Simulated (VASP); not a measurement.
Na: electric field gradients with PBEsol

The system is Na.

```
Na
1.0
    -2.15985    2.11750    2.11750
     2.11750   -2.15985    2.11750
     2.11750    2.11750   -2.15985
Na
1
Direct
  0.00000 0.00000 0.00000
```

This cell differs from its parent crystal: equal xy, yz and zx shear strains of -2 %.

```json
{"Program": "VASP 6.6.1", "Task": "electric field gradients", "Functional": "PBEsol", "Potentials or basis": "VASP PAW PBE potentials, release 64 (Na_pv)", "Cutoff": "520 eV", "k mesh": "12 × 12 × 12", "Occupations": "fermi-dirac, width 0.05 eV", "Spin": "no spin polarisation", "Dipole correction": "no", "Further INCAR settings": "ALGO = Normal; EDIFF = 1e-08; NBANDS = 10"}
```

```yaml
Pressure: -0.3 GPa
Band_gap_on_the_k_mesh: zero (an odd number of electrons rules out a gap without spin polarisation)
Largest_electric_field_gradient_by_atom: Na +0.5 V/Å²
```

Stress tensor (GPa, compression positive):
```
-0.32  0.09  0.09
 0.09 -0.32  0.09
 0.09  0.09 -0.32
```

Levels at points of the mesh, in eV from the Fermi level:
```csv
k point,band 1,band 2,band 3,band 4,band 5,band 6
"(0.00, 0.00, 0.00)",-24.77,-24.77,-24.77,-3.19,11.51,11.57
"(0.50, 0.00, 0.00)",-24.81,-24.78,-24.77,0.85,1.33,8.09
"(0.50, 0.50, 0.00)",-24.80,-24.78,-24.77,0.71,1.15,8.16
"(0.50, 0.50, 0.50)",-24.80,-24.79,-24.79,4.51,4.51,4.80
```

Electric field gradients, principal values (V/Å²):
```
atom   least  middle  greatest (by size)
1 Na  -0.240  -0.240               0.480
```

Run time: 17 s on 1 thread of Intel(R) Xeon(R) 6975P-C (Granite Rapids) (shared host), peak memory 0.19 GiB.

Caveat: the cell differs from its parent crystal (equal xy, yz and zx shear strains of -2 %); without QUAD_EFG the Cq values of the log hold for a quadrupole moment of 1 mb, not for the nuclei; the PAW data sets were made with another functional, which shifts forces and pressure a little.
